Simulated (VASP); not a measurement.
Set up this calculation in VASP 6.6.1, as the native input.

* Task: single point
* Functional: PBEsol
* Potentials or basis: VASP PAW PBE potentials, release 64 (Pb_d, F)
* Cutoff: 600 eV
* k mesh: 8 × 8 × 8
* Occupations: fermi-dirac, width 0.05 eV
* Spin: no spin polarisation
* Dipole correction: no
* Further INCAR settings: ALGO = Normal; EDIFF = 1e-06; NBANDS = 21

The structure of PbF2 lies in POSCAR:

```
PbF2
1.0
    0.0000000000      2.9493431614      2.9493431614
    2.9493431614      0.0000000000      2.9493431614
    2.9493431614      2.9493431614      0.0000000000
Pb F
1 2
Direct
    0.0000000000      0.0000000000      0.0000000000
    0.7500000000      0.7500000000      0.7500000000
    0.2500000000      0.2500000000      0.2500000000
```

The input as run:

INCAR

```
SYSTEM = PbF2
PREC = Accurate
ENCUT = 600
EDIFF = 1E-6
ISMEAR = -1
SIGMA = 0.05
LREAL = .False.
LASPH = .True.
NELM = 120
ALGO = Normal
ISIF = 2
LWAVE = .False.
LCHARG = .False.
GGA = PS
NBANDS = 21
GGA_COMPAT = .False.
```

KPOINTS

```
Automatic mesh
0
Gamma
  8 8 8
  0 0 0
```

Potentials or basis: VASP PAW PBE potentials, release 64 (Pb_d, F).

Launch:

```bash
$ cat potpaw_PBE.64/Pb_d/POTCAR potpaw_PBE.64/F/POTCAR > POTCAR
$ mpirun -np 1 vasp_std > vasp.out
```

Results of the run:

| Quantity | Value |
| --- | --- |
| Pressure | -0.2 GPa |
| Band gap on the k mesh | 4.30 eV (least direct gap 4.46 eV) |

Caveat: the PAW data sets were made with another functional, which shifts forces and pressure a little; spin-orbit coupling is left out, which moves the levels of the heavy elements.

Run time: 30 s on 1 thread of Intel(R) Xeon(R) Platinum 8375C CPU @ 2.90GHz (Ice Lake) (shared host), peak memory 0.22 GiB.
